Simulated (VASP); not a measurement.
Write the native input for VASP 6.6.1 that does the following.

| Quantity | Value |
| --- | --- |
| Task | single point |
| Functional | PBEsol |
| Potentials or basis | VASP PAW PBE potentials, release 64 (Ir_sv_GW) |
| Cutoff | 560 eV |
| k mesh | 6 × 6 × 4 |
| Occupations | gaussian, width 0.1 eV |
| Spin | no spin polarisation |
| Dipole correction | no |
| Further INCAR settings | ALGO = Normal; EDIFF = 1e-06; NBANDS = 24 |

The structure of Ir lies in POSCAR:

```
Ir
1.0
    2.7311888089      0.0000000000      0.0000000000
   -1.3655944044      2.3652788910      0.0000000000
    0.0000000000      0.0000000000      4.3691682642
Ir
2
Direct
    0.3333333333      0.6666666667      0.2500000000
    0.6666666667      0.3333333333      0.7500000000
```

This isn't the form of Ir at room conditions, which is fcc.

These files were run (other wordings do the same):

INCAR

```
SYSTEM = Ir
PREC = Accurate
ENCUT = 560
EDIFF = 1E-6
ISMEAR = 0
SIGMA = 0.1
LREAL = .False.
LASPH = .True.
NELM = 120
ALGO = Normal
ISIF = 2
LWAVE = .False.
LCHARG = .False.
GGA = PS
NBANDS = 24
GGA_COMPAT = .False.
```

KPOINTS

```
Automatic mesh
0
Gamma
  6 6 4
  0 0 0
```

Potentials or basis: VASP PAW PBE potentials, release 64 (Ir_sv_GW).

Launch:

```console
$ cat potpaw_PBE.64/Ir_sv_GW/POTCAR > POTCAR
$ mpirun -np 1 vasp_std > vasp.out
```

It gave:

* Pressure: -1.8 GPa
* Band gap on the k mesh: zero (bands 17 and 18 overlap by 3.40 eV)

Caveat: the k points lie up to 0.44 Å⁻¹ apart, too coarse for converged energies and pressures of a metal; the PAW data sets were made with another functional, which shifts forces and pressure a little; spin-orbit coupling is left out, which moves the levels of the heavy elements.

Run time: 11 s on 1 thread of AMD EPYC 9R45 96-Core Processor (Zen 5), on a shared host, peak memory 0.13 GiB.
